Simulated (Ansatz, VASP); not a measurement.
# CaSn3Se4: VASP beside Ansatz

```
Sn Se Ca
1.0
     6.00379    0.00000    0.00000
     0.00000    6.00379    0.00000
     0.00000    0.00000    6.00379
Sn Se Ca
3 4 1
Direct
  0.50000 0.00000 0.00000
  0.00000 0.50000 0.00000
  0.00000 0.00000 0.50000
  0.00000 0.50000 0.50000
  0.50000 0.00000 0.50000
  0.50000 0.50000 0.00000
  0.00000 0.00000 0.00000
  0.50000 0.50000 0.50000
```

Alike in both runs: task single point; functional PBE; k mesh 4 × 4 × 4; occupations fermi-dirac, width 0.02 eV; no spin polarisation.

|  | VASP | Ansatz |
| --- | --- | --- |
| version | VASP 6.6.1 | Ansatz 0.2.0 |
| potentials or method | VASP PAW PBE potentials, release 64 (Sn_d, Se, Ca_sv) | plane waves, PAW |
| plane-wave cutoff (eV) | 520 | 420 |
| valence electrons in the cell | 76 | 116 |

|  | VASP | Ansatz | Ansatz less VASP |
| --- | --- | --- | --- |
| pressure (GPa) | 1.0 | 0.9 | -0.04 |

VASP's potentials hold 76 valence electrons a cell and Ansatz's 116, so a difference there can come from the potentials and not from the codes.
